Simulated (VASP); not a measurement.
Wanted: the native input for a VASP 6.6.1 run.

| Property | Result |
| --- | --- |
| Task | single point |
| Functional | PBE |
| Potentials or basis | VASP PAW PBE potentials, release 64 (Zn, Mg, O) |
| Cutoff | 520 eV |
| k mesh | 3 × 4 × 1 |
| Occupations | fermi-dirac, width 0.05 eV |
| Spin | no spin polarisation |
| Dipole correction | no |
| Further INCAR settings | LREAL = Auto; ALGO = Normal; EDIFF = 1e-06; NBANDS = 116 |

The structure of Mg5Zn3O8 (an interface model) lies in POSCAR:

```
Mg5Zn3O8
1.0
    0.0000000000      0.0000000000      5.3307830000
    3.3019390000      0.0000000000      0.0000000000
    0.0000000000     22.5490790000      0.0000000000
Zn Mg O
6 10 16
Direct
    0.4984800000      0.4811840000      0.0374390000
    0.4962460000      0.0020850000      0.1605980000
    0.4944760000      0.5169340000      0.2847230000
    0.9919720000      0.9930690000      0.0816700000
    0.9982030000      0.5203750000      0.2067790000
    0.0040340000      0.0176070000      0.3246350000
    0.4923290000      0.9663370000      0.4071400000
    0.4887310000      0.5088610000      0.5340880000
    0.4841360000      0.9993900000      0.6591800000
    0.4909910000      0.4937970000      0.7846620000
    0.5096890000      0.9955080000      0.9146650000
    0.9887750000      0.4740830000      0.4472940000
    0.9957930000      0.9898400000      0.5789490000
    0.9980070000      0.4798480000      0.7019370000
    0.9979410000      0.0040770000      0.8300460000
    0.9911130000      0.5115350000      0.9575420000
    0.3844980000      0.0069590000      0.0788950000
    0.3708260000      0.5237190000      0.2060420000
    0.3795360000      0.0107970000      0.3253380000
    0.3752590000      0.4884100000      0.4457210000
    0.3710160000      0.9746460000      0.5728420000
    0.3855250000      0.5022840000      0.7065460000
    0.3679450000      0.9733840000      0.8296070000
    0.3799080000      0.5057310000      0.9559800000
    0.8767030000      0.4913300000      0.0438400000
    0.8711100000      0.9919700000      0.1629010000
    0.8795320000      0.5295440000      0.2855760000
    0.8618460000      0.9837360000      0.4053860000
    0.8946060000      0.4942630000      0.5340520000
    0.8741700000      0.9979740000      0.6628860000
    0.8742900000      0.4996530000      0.7876350000
    0.8807340000      0.9796330000      0.9170620000
```

The input as run:

INCAR

```
SYSTEM = Mg5Zn3O8
  ALGO = Normal
  EDIFF = 1E-6
  ENCUT = 520
  GGA = PE
  ISIF = 2
  ISMEAR = -1
  LASPH = .TRUE.
  LCHARG = .FALSE.
  LREAL = Auto
  LWAVE = .FALSE.
  NBANDS = 116
  NELM = 80
  PREC = Accurate
  SIGMA = 0.05
```

KPOINTS

```
k-points
0
G
  3 4 1
  0 0 0
```

Potentials or basis: VASP PAW PBE potentials, release 64 (Zn, Mg, O).

Run with:

```console
$ cat potpaw_PBE.64/Zn/POTCAR potpaw_PBE.64/Mg/POTCAR potpaw_PBE.64/O/POTCAR > POTCAR
$ mpirun -np 1 vasp_std > vasp.out
```

It gave:

```
Pressure               : -0.1 GPa
Largest force          : 2.533 eV/Å
Band gap on the k mesh : 1.23 eV
```

Caveat: the k points lie up to 0.48 Å⁻¹ apart.

Wall time 19 min on 1 thread of Intel Xeon 8259CL, on a shared host, peak memory 0.56 GiB.
